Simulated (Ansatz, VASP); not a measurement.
## Mn: VASP beside Ansatz

```xyz
2
Lattice="2.4648 0.0000 0.0000 0.0000 2.4648 0.0000 0.0000 0.0000 3.3138" Properties=species:S:1:pos:R:3 pbc="T T T"
Mn    2.4648    0.0000    0.0000
Mn    1.2324    1.2324    1.6569
```

Alike in both runs: task single point; functional PBE; k mesh 14 × 14 × 10; occupations fermi-dirac, width 0.05 eV; collinear spin.

|  | VASP | Ansatz |
| --- | --- | --- |
| version | VASP 6.6.1 | Ansatz 0.2.0 |
| potentials or method | VASP PAW PBE potentials, release 64 (Mn_pv), cutoff 520 eV | plane waves (420 eV) with PAW, scalar-relativistic |
| valence electrons in the cell | 26 | 30 |

```csv
,VASP,Ansatz,Ansatz less VASP
pressure (GPa),25.2,24.9,-0.30
"traceless stress, the component that is largest in VASP (GPa)",3.07,3.32,+0.249
net moment per atom (μB),0.00,0.00,0.000
size of the moment on the site where the two differ most (μB),0.85,0.77,-0.077
```

Site moments also hang on the region over which each program counts them. With one functional, cell and mesh, what is left measures potentials, basis and numerics. VASP's potentials hold 26 valence electrons a cell and Ansatz's 30, so a difference there can come from the potentials and not from the codes.
